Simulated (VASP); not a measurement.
Write the native input for VASP 6.6.1 that does the following.

```yaml
Task: single point
Functional: r2SCAN
Potentials_or_basis: VASP PAW PBE potentials, release 64 (P)
Cutoff: 520 eV
k_mesh: 6 × 6 × 4
Occupations: fermi-dirac, width 0.05 eV
Spin: no spin polarisation
Dipole_correction: no
Further_INCAR_settings: ALGO = Normal; EDIFF = 1e-07; NBANDS = 18
```

Crystal: P.

```
P
1.0
     1.65383   -5.49841    0.00000
     1.65383    5.49841    0.00000
     0.00000    0.00000    4.54689
P
4
Direct
  0.09551 0.90449 0.91181
  0.59551 0.40449 0.58819
  0.90449 0.09551 0.08819
  0.40449 0.59551 0.41181
```

One way to write it, as run:

POSCAR

```
P
1.0
    1.6538346550     -5.4984064981      0.0000000000
    1.6538346550      5.4984064981      0.0000000000
    0.0000000000      0.0000000000      4.5468945313
P
4
Direct
    0.0955109139      0.9044890861      0.9118095334
    0.5955109139      0.4044890861      0.5881904666
    0.9044890861      0.0955109139      0.0881904666
    0.4044890861      0.5955109139      0.4118095334
```

INCAR.step1

```
SYSTEM = P
PREC = Accurate
ENCUT = 520
ISMEAR = -1
SIGMA = 0.05
LREAL = .False.
LASPH = .True.
NELM = 60
NBANDS = 18
GGA = PE
ALGO = Normal
EDIFF = 1E-4
LWAVE = .True.
LCHARG = .False.
```

INCAR.step2

```
SYSTEM = P
PREC = Accurate
ENCUT = 520
EDIFF = 1E-7
ISMEAR = -1
SIGMA = 0.05
LREAL = .False.
LASPH = .True.
NELM = 60
ALGO = Normal
ISIF = 2
LWAVE = .False.
LCHARG = .True.
METAGGA = R2SCAN
LMIXTAU = .True.
LELF = .True.
LVHAR = .True.
NBANDS = 18
ISTART = 1
```

KPOINTS

```
Automatic mesh
0
Gamma
  6 6 4
  0 0 0
```

Potentials or basis: VASP PAW PBE potentials, release 64 (P).

The run is started by

```console
$ cat potpaw_PBE.64/P/POTCAR > POTCAR
$ cp INCAR.step1 INCAR
$ mpirun -np 1 vasp_std > vasp.out
$ cp INCAR.step2 INCAR
$ mpirun -np 1 vasp_std > vasp.out
```

Results of the run:

The pressure is -0.6 GPa, the largest force is 0.097 eV/Å and the band gap on the k mesh is 0.29 eV.

Caveat: semilocal functionals underestimate gaps, and a narrow one can read as zero; the PAW data sets were made with another functional, which shifts forces and pressure a little.

Run time: 3.5 min on 1 thread of Intel(R) Xeon(R) Platinum 8488C (Sapphire Rapids) (shared host), peak memory 0.3 GiB.
